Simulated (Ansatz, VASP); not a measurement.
ZnSe in VASP and in Ansatz

```
Zn Se
1.0
     3.91981    0.00000    0.00000
     0.00000    3.91981    0.00000
     0.00000    0.00000    5.17334
Zn Se
2 2
Direct
  0.00000 0.00000 0.00000
  0.50000 0.50000 0.00000
  0.00000 0.50000 0.31733
  0.50000 0.00000 0.68267
```

Alike in both runs: task single point; functional LDA; k mesh 8 × 8 × 6; occupations gaussian, width 0.05 eV; no spin polarisation.

|  | VASP | Ansatz |
| --- | --- | --- |
| version | VASP 6.6.1 | Ansatz 0.2.0 |
| potentials or method | VASP PAW LDA potentials, release 64 (Zn, Se), cutoff 520 eV | scalar-relativistic, plane waves, PAW |
| valence electrons in the cell | 36 | 56 |

```tsv
	VASP	Ansatz	Ansatz less VASP
gap on the k mesh at the Fermi level (eV)	0.87	0.85	-0.021
least direct gap on the mesh (eV)	0.87	0.85	-0.021
pressure (GPa)	-2.9	-3.3	-0.39
traceless stress, the component that is largest in VASP (GPa)	-3.76	-3.77	-0.004
rms of the force components (eV/Å)	0.627	0.647	+0.0194
```

LDA's correlation is that of Perdew and Zunger in VASP and of Perdew and Wang (1992) in Ansatz. Atom by atom the forces differ by 0.019 eV/Å (rms over components). VASP's potentials hold 36 valence electrons a cell and Ansatz's 56, so a difference there can come from the potentials and not from the codes.
